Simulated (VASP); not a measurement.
## Ru: relaxation of the atoms with PBE

The system is Ru.

```xyz
2
Lattice="2.7058 0.0000 0.0000 -1.3529 2.3433 0.0000 0.0000 0.0000 4.3247" Properties=species:S:1:pos:R:3 pbc="T T T"
Ru    0.0000    1.5622    1.0812
Ru    1.3529    0.7811    3.2435
```

This cell differs from its parent crystal: z stretched by +1 %.

- Program: VASP 6.6.1
- Task: relaxation of the atoms
- Functional: PBE
- Potentials or basis: VASP PAW PBE potentials, release 64 (Ru_pv)
- Cutoff: 520 eV
- k mesh: 20 × 20 × 11
- Occupations: fermi-dirac, width 0.05 eV
- Spin: no spin polarisation
- Dipole correction: no
- Further INCAR settings: ALGO = Normal; EDIFF = 1e-06; IBRION = 2; EDIFFG = -0.02; NSW = 80

```yaml
Pressure_after_relaxing: 1.1 GPa
Band_gap_on_the_k_mesh: zero (bands 14 and 15 overlap by 3.16 eV)
```

Stress tensor (GPa, compression positive):
```
 3.20  0.00  0.00
 0.00  3.20  0.00
 0.00  0.00 -3.07
```

Final structure:
```xyz
2
Lattice="2.7058 0.0000 0.0000 -1.3529 2.3433 0.0000 0.0000 0.0000 4.3247" Properties=species:S:1:pos:R:3 pbc="T T T"
Ru    0.0000    1.5622    1.0812
Ru    1.3529    0.7811    3.2435
```

Levels at points of the mesh, in eV from the Fermi level:
```tsv
k point	band 12	band 13	band 14	band 15	band 16	band 17
(0.00, 0.00, 0.00)	-1.92	-1.92	-1.31	-1.31	1.15	1.15
(0.50, 0.00, 0.00)	-1.76	-1.57	1.44	1.82	1.83	4.02
```

It took 67 s on 1 thread of Oxide Virtual Turin-like Processor, with other jobs on the host, peak memory 0.18 GiB.

Caveat: the cell differs from its parent crystal (z stretched by +1 %); the relaxation stopped at its first step, so nothing moved.
